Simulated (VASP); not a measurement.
# SiC (F-43m) in VASP: G0W0 quasiparticle levels with PBE

Aim: the G0W0 quasiparticle levels of SiC with PBE.

Program: VASP 6.6.1. These are calculated values, not measurements. Logs are shortened: lines on timing, memory, paths and dates and some standing lists are left out, and cuts for length are marked.

**1. The cell of the first run**

The structure is cubic, space group F-43m (No. 216). Conventional cell: a = 4.356 Å, b = 4.356 Å, c = 4.356 Å, α = 90.00°, β = 90.00°, γ = 90.00°. Si (site symmetry -43m) has 4 C at 1.89 Å within 2.5 Å. Within 2.5 Å of C (site symmetry -43m) lie 4 Si at 1.89 Å.

**2. G0W0 quasiparticle levels, PBE**

Contents of POSCAR:

```
SiC
1.0
    0.0000000000      2.1780497564      2.1780497564
    2.1780497564      0.0000000000      2.1780497564
    2.1780497564      2.1780497564      0.0000000000
Si C
1 1
Direct
    0.2500000000      0.2500000000      0.2500000000
    0.0000000000      0.0000000000      0.0000000000
```

Contents of INCAR.step1:

```
ALGO = Normal
EDIFF = 1E-8
ENCUT = 500
GGA = PE
ISMEAR = 0
LASPH = True
LCHARG = False
LREAL = False
LWAVE = True
NELM = 60
PREC = Accurate
SIGMA = 0.01
```

Contents of INCAR.step2:

```
ALGO = Exact
EDIFF = 1E-8
ENCUT = 500
GGA = PE
ISMEAR = 0
ISTART = 1
LASPH = True
LCHARG = False
LOPTICS = True
LREAL = False
LWAVE = True
NBANDS = 34
NELM = 1
PREC = Accurate
SIGMA = 0.01
```

Contents of INCAR.step3:

```
ALGO = EVGW0
EDIFF = 1E-8
ENCUT = 500
ENCUTGW = 100.0
GGA = PE
ISMEAR = 0
ISTART = 1
LASPH = True
LCHARG = False
LREAL = False
LWAVE = False
NBANDS = 34
NBANDSGW = 12
NELMGW = 1
NOMEGA = 48
PREC = Accurate
PRECFOCK = Fast
SIGMA = 0.01
```

Contents of KPOINTS:

```
k-points
0
Gamma
  4 4 4
```

Potentials or basis: VASP PAW PBE potentials, release 64 (Si_GW, C_GW).

On the command line:

```console
$ cat potpaw_PBE.64/Si_GW/POTCAR potpaw_PBE.64/C_GW/POTCAR > POTCAR
$ cp INCAR.step1 INCAR
$ mpirun -np 1 vasp_std > vasp.out
$ cp INCAR.step2 INCAR
$ mpirun -np 1 vasp_std > vasp.out
$ cp INCAR.step3 INCAR
$ mpirun -np 1 vasp_std > vasp.out
```

OUTCAR:

```text
EDIFF = 1E-8
   ENCUT = 500
   ENCUTGW = 100.0
   GGA = PE
   ISMEAR = 0
   ISTART = 1
   LASPH = True
   LREAL = False
   NELMGW = 1
   PREC = Accurate
   PRECFOCK = Fast

 ion  position               nearest neighbor table
   1  0.250  0.250  0.250-   2 1.89   2 1.89   2 1.89   2 1.89
   2  0.000  0.000  0.000-   1 1.89   1 1.89   1 1.89   1 1.89

  LATTYP: Found a face centered cubic cell.
 ALAT       =     4.3560995128

  Lattice vectors:

 A1 = (   0.0000000000,   2.1780497564,   2.1780497564)
 A2 = (   2.1780497564,   0.0000000000,   2.1780497564)
 A3 = (   2.1780497564,   2.1780497564,   0.0000000000)

Analysis of symmetry for initial positions (statically):
=====================================================================
 Subroutine PRICEL returns:
 Original cell was already a primitive cell.

 Routine SETGRP: Setting up the symmetry group for a
 face centered cubic supercell.

 Subroutine GETGRP returns: Found 24 space group operations
 (whereof 24 operations were pure point group operations)
 out of a pool of 48 trial point group operations.

The static configuration has the point symmetry T_d .

Analysis of symmetry for dynamics (positions and initial velocities):
=====================================================================
 Subroutine PRICEL returns:
 Original cell was already a primitive cell.

 Routine SETGRP: Setting up the symmetry group for a
 face centered cubic supercell.

 Subroutine GETGRP returns: Found 24 space group operations
 (whereof 24 operations were pure point group operations)
 out of a pool of 48 trial point group operations.

The dynamic configuration has the point symmetry T_d .

 Subroutine INISYM returns: Found 24 space group operations
 (whereof 24 operations are pure point group operations),
 and found     1 'primitive' translations

----------------------------------------------------------------------------------------

                                     Primitive cell

  volume of cell :      20.6649

  direct lattice vectors                    reciprocal lattice vectors
     0.000000000  2.178049756  2.178049756    -0.229563167  0.229563167  0.229563167
     2.178049756  0.000000000  2.178049756     0.229563167 -0.229563167  0.229563167
     2.178049756  2.178049756  0.000000000     0.229563167  0.229563167 -0.229563167

  length of vectors
     3.080227505  3.080227505  3.080227505     0.397615069  0.397615069  0.397615069

  position of ions in fractional coordinates (direct lattice)
     0.250000000  0.250000000  0.250000000
     0.000000000  0.000000000  0.000000000

  ion indices of the primitive-cell ions
   primitive index   ion index
                 1           1
                 2           2

----------------------------------------------------------------------------------------

 KPOINTS: k-points

Automatic generation of k-mesh.
 Grid dimensions read from file:
 generate k-points for:    4    4    4

 Generating k-lattice:

  Cartesian coordinates                     Fractional coordinates (reciprocal lattice)
    -0.057390792  0.057390792  0.057390792     0.250000000  0.000000000  0.000000000
     0.057390792 -0.057390792  0.057390792     0.000000000  0.250000000  0.000000000
     0.057390792  0.057390792 -0.057390792     0.000000000  0.000000000  0.250000000

  Length of vectors
     0.099403767  0.099403767  0.099403767

  Shift w.r.t. Gamma in fractional coordinates (k-lattice)
     0.000000000  0.000000000  0.000000000

 Subroutine IBZKPT returns following result:
 ===========================================

 Found      8 irreducible k-points:

 Following reciprocal coordinates:
            Coordinates               Weight
  0.000000  0.000000  0.000000      1.000000
  0.250000  0.000000  0.000000      8.000000
  0.500000  0.000000  0.000000      4.000000
  0.250000  0.250000  0.000000      6.000000
  0.500000  0.250000  0.000000     24.000000
 -0.250000  0.250000  0.000000     12.000000
  0.500000  0.500000  0.000000      3.000000
 -0.250000  0.500000  0.250000      6.000000
   k-points           NKPTS =      8   k-points in BZ     NKDIM =     64   number of bands    NBANDS=     34
   number of dos      NEDOS =    301   number of ions     NIONS =      2
   total plane-waves  NPLWV =  13824
   dimension x,y,z NGX =    24 NGY =   24 NGZ =   24
   dimension x,y,z NGXF=    48 NGYF=   48 NGZF=   48
   ions per type =               1   1
   NGX,Y,Z   is equivalent  to a cutoff of  12.95, 12.95, 12.95 a.u.
   NGXF,Y,Z  is equivalent  to a cutoff of  25.91, 25.91, 25.91 a.u.
 SYSTEM =  unknown system
   PREC   = accura    normal or accurate (medium, high low for compatibility)
   ISTART =      1    job   : 0-new  1-cont  2-samecut
   ICHARG =      0    charge: 1-file 2-atom 10-const
   ISPIN  =      1    spin polarized calculation?
   LNONCOLLINEAR =      F non collinear calculations
   LSORBIT =      F    spin-orbit coupling
   LASPH  =      T    aspherical Exc in radial PAW
   ENCUT  =  500.0 eV  36.75 Ry    6.06 a.u.   5.62  5.62  5.62*2*pi/ulx,y,z
   NELM   =     60;   NELMIN=  2; NELMDL=  0     # of ELM steps
   EDIFF  = 0.1E-07   stopping-criterion for ELM
   LREAL  =      F    real-space projection
   EDIFFG = 0.1E-06   stopping-criterion for IOM
   NSW    =      0    number of steps for IOM
   IBRION =     -1    ionic relax: 0-MD 1-quasi-New 2-CG
   NFREE  =      0    steps in history (QN), initial steepest desc. (CG)
   ISIF   =      0    stress and relaxation
   ISYM   =      3    0-nonsym 1-usesym 2-fastsym
   POTIM  = 0.5000    time-step for ionic-motion
   TEBEG  =    0.0;   TEEND  =   0.0 temperature during run
   PSTRESS=    0.0 pullay stress
   NELECT =       8.0000    total number of electrons
   NUPDOWN=      -1.0000    fix difference up-down
   EMIN   =  10.00;   EMAX   =-10.00  energy-range for DOS
   EFERMI =   0.00;   METHOD = LEGACY
   ISMEAR =     0;   SIGMA  =   0.01  broadening in eV -4-tet -1-fermi 0-gaus
   EFERMI_NEDOS =   21; number of points for ismear=-14 and -15
   IALGO  =     38    algorithm
   IMIX   =      4    mixing-type and parameters
     AMIX     =   0.40;   BMIX     =  1.00
     AMIX_MAG =   1.60;   BMIX_MAG =  1.00
  volume/ion in A,a.u.               =      10.33        69.73
  Fermi-wavevector in a.u.,A,eV,Ry     =   1.193146  2.254720 19.369228  1.423598
  Thomas-Fermi vector in A             =   2.329168
   LORBIT       =      0    0 simple, 1 ext, 2 COOP (PROOUT), +10 PAW based schemes
   GGA     = PE    functional components
   LHFCALC =     T    Hartree Fock is set to
   PRECFOCK=fast      Normal, Fast or Accurate (Low or Medium for compatibility)
   ENCUT4O =  -1.0   cutoff for four orbital integrals eV
   NKREDX  =     1    reduce k-point grid by
   NKREDY  =     1    reduce k-point grid by
   NKREDZ  =     1    reduce k-point grid by
   AEXX    =    1.0000 exact exchange contribution
   HFSCREEN=    0.0000 screening length (either q_TF or 0.3 A-1)
   HFSCREENC=   0.0000 screening length for correlation (either q_TF or 0.3 A-1)
   ENCUTFOCK=  -1.0 apply spherical cutoff to Coloumb kernel
   IVDW    =     0    specifies the selected vdW correction
   LEPSILON=     F    determine dielectric tensor
   LRPA    =     F    only Hartree local field effects (RPA)
   LRPAFORCE           =     F    calculate RPA forces
   ENCUTGW             = 100.0    cutoff for response function in eV
   ENCUTGWSOFT         =  80.0    soft cutoff for Coulomb kernel in GW response function in eV
   ENCUTLF             =  -1.0    cutoff for local field effects
   NELMGW              =     1    number of iterations in solving QP/BSE equation
   NELMHF              =     1    number of iterations in the inner HF iteration
   NKREDLFX            =     1    NKREDLFY  =   1   NKREDLFZ  =   1
 non-spin polarized calculation
 Gauss-broadening in eV      SIGMA  =   0.01
  energy-cutoff  :      500.00
  volume of cell :       20.66
 maximum number of plane-waves:       544
 NGX is ok and might be reduce to    24
  NGX = 14; NGY = 14; NGZ = 14
   NGX = 11   NGY = 11   NGZ = 11
 maximum number of plane-waves:        59
 NGX is ok and might be reduce to    10

 QP shifts <psi_nk| G(iteration)W_0 |psi_nk>: iteration 1
 for sc-GW calculations column KS-energies equals QP-energies in previous step
 and V_xc(KS)=  KS-energies - (<T + V_ion + V_H > + <T+V_H+V_ion>^1  + <V_x>^1)

 k-point   1 :       0.0000    0.0000    0.0000
  band No.  KS-energies  QP-energies   sigma(KS)   V_xc(KS)     V^pw_x(r,r')   Z            occupation Imag(sigma)

      1      -7.6028      -8.4781     -13.9240     -12.7304     -21.6752       0.7334       2.0000       1.4514
      2       7.8407       7.6652     -15.0337     -14.8114     -17.6344       0.7895       2.0000       0.0880
      3       7.8407       7.6652     -15.0337     -14.8114     -17.6344       0.7895       2.0000       0.0880
      4       7.8407       7.6652     -15.0337     -14.8114     -17.6344       0.7895       2.0000       0.0880
      5      14.0750      14.9338     -12.0676     -13.1709      -7.2201       0.7784       0.0000      -0.1291
      6      15.1032      15.9478     -10.4719     -11.5401      -5.6677       0.7907       0.0000      -0.1191
      7      15.1032      15.9478     -10.4719     -11.5401      -5.6677       0.7907       0.0000      -0.1191
      8      15.1032      15.9478     -10.4719     -11.5401      -5.6677       0.7907       0.0000      -0.1191
      9      22.2936      23.2970     -10.1444     -11.4278      -4.4885       0.7818       0.0000      -0.2808
     10      22.2936      23.2970     -10.1444     -11.4278      -4.4885       0.7818       0.0000      -0.2808
     11      24.2815      24.7723      -9.1427      -9.7689      -2.8694       0.7837       0.0000      -0.4737
     12      25.0699      25.6333      -9.5238     -10.2519      -2.9367       0.7738       0.0000      -0.7538

 k-point   2 :       0.2500    0.0000    0.0000
  band No.  KS-energies  QP-energies   sigma(KS)   V_xc(KS)     V^pw_x(r,r')   Z            occupation Imag(sigma)
[... 97 lines left out ...]
      1      -2.3272      -2.9466     -15.3740     -14.5285     -21.9885       0.7326       2.0000       0.7067
      2       0.7831       0.1268     -13.6526     -12.7730     -18.0502       0.7462       2.0000       0.2823
      3       2.8211       2.1959     -13.4601     -12.6376     -17.0406       0.7601       2.0000       0.1651
      4       3.1157       2.5248     -13.0417     -12.2720     -16.2525       0.7677       2.0000       0.1424
      5      13.0268      13.7842     -11.2567     -12.2065      -7.0204       0.7974       0.0000      -0.1047
      6      17.2466      18.0453     -10.4931     -11.5239      -4.8780       0.7748       0.0000      -0.2016
      7      17.2909      18.4990     -11.8695     -13.4257      -6.5964       0.7763       0.0000      -0.1713
      8      17.5801      18.3293     -10.1032     -11.0450      -5.1538       0.7954       0.0000      -0.1487
      9      22.0549      23.1305     -11.4849     -12.9355      -4.5982       0.7415       0.0000      -0.4655
     10      25.2486      26.2277     -10.7486     -12.0329      -3.9357       0.7623       0.0000      -0.6334
     11      28.8878      30.2869     -11.4686     -13.3071      -4.5356       0.7610       0.0000      -0.8247
     12      32.1577      33.2642     -11.1988     -12.6361      -4.0661       0.7698       0.0000      -1.2318
```

Wall time 19 s (1 thread of Intel Xeon Platinum 8259CL at 2.50GHz (Skylake/Cascade Lake), shared host); peak memory 0.19 GiB.

What came out:

| Property | Result |
| --- | --- |
| Quasiparticle gap | 1.91 eV |
| Least direct quasiparticle gap | 5.45 eV |
| Band gap of the starting levels on the mesh | 1.31 eV |
| Least direct gap of the starting levels on the mesh | 4.52 eV |

Caveat: the k points lie up to 0.62 Å⁻¹ apart; bands, screening cutoff and mesh are small and nothing is extrapolated, so the quasiparticle values aren't converged.
